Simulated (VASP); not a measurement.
Ir: single point with r2SCAN

Crystal: Ir.

```
Ir
1.0
     0.00000    1.92209    1.92209
     1.92209    0.00000    1.92209
     1.92209    1.92209    0.00000
Ir
1
Cartesian
  0.0000 0.0000 0.0000
```

| Property | Result |
| --- | --- |
| Program | VASP 6.6.1 |
| Task | single point |
| Functional | r2SCAN |
| Potentials or basis | VASP PAW PBE potentials, release 64 (Ir) |
| Cutoff | 520 eV |
| k mesh | 18 × 18 × 18 |
| Occupations | gaussian, width 0.1 eV |
| Spin | no spin polarisation |

* Pressure: 2.5 GPa

Levels at points of the mesh, in eV from the Fermi level:
| k point | band 1 | band 2 | band 3 | band 4 | band 5 | band 6 | band 7 | band 8 | band 9 |
| --- | --- | --- | --- | --- | --- | --- | --- | --- | --- |
| (0.00, 0.00, 0.00) | -11.53 | -4.02 | -4.02 | -4.02 | -1.33 | -1.33 | 15.06 | 20.91 | 20.91 |
| (0.50, 0.00, 0.00) | -8.42 | -4.17 | -4.17 | -0.74 | 0.88 | 0.88 | 7.58 | 14.69 | 20.74 |
| (0.50, 0.50, 0.00) | -8.21 | -7.63 | 0.79 | 1.51 | 1.51 | 1.74 | 10.97 | 12.27 | 12.27 |

It took 3.2 min on 1 thread of AMD EPYC 7R13, with other jobs on the host, peak memory 0.12 GiB.

Caveat: the PAW data sets were made with another functional, which shifts forces and pressure a little; spin-orbit coupling is left out, which moves the levels of the heavy elements.
